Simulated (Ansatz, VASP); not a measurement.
# One calculation of C, two programs

```xyz
6
Lattice="-2.6672 0.4681 -0.1999 1.7632 -3.0202 0.4064 0.3695 -0.6160 5.3829" Properties=species:S:1:pos:R:3 pbc="T T T"
C    -0.6078   -0.8103    0.1755
C    -0.4231   -1.1183    2.8669
C     0.6780   -1.5596   -0.2450
C     0.8627   -1.8676    2.4464
C    -0.8818   -0.3362    1.6218
C    -0.6970   -0.6443    4.3133
```

Change from the starting cell: cell x2, atoms moved at random (sigma 0.05 Å) and cell strained at random (1.5 %), then relaxed without symmetry.

Alike in both runs: functional PBE; k mesh 8 × 8 × 4; occupations gaussian, width 0.2 eV; no spin polarisation.

Ansatz relaxed the structure, and its values are those at the end. VASP's run is a single point on that final structure, the one shown.

```csv
,VASP,Ansatz
version,VASP 6.6.1,Ansatz 0.2.0
potentials or method,"VASP PAW PBE potentials, release 64 (C), cutoff 520 eV","scalar-relativistic, plane waves, PAW"
valence electrons in the cell,24,24
```

```csv
,VASP,Ansatz,Ansatz less VASP
gap on the k mesh at the Fermi level (eV),none,none,-
pressure (GPa),0.6,0.0,-0.58
rms of the force components (eV/Å),0.029,0.000,-0.0283
```

A gap of «none» marks a metal or a gap that the smearing closes.

The k mesh is coarse, so the values compare programs but aren't converged.
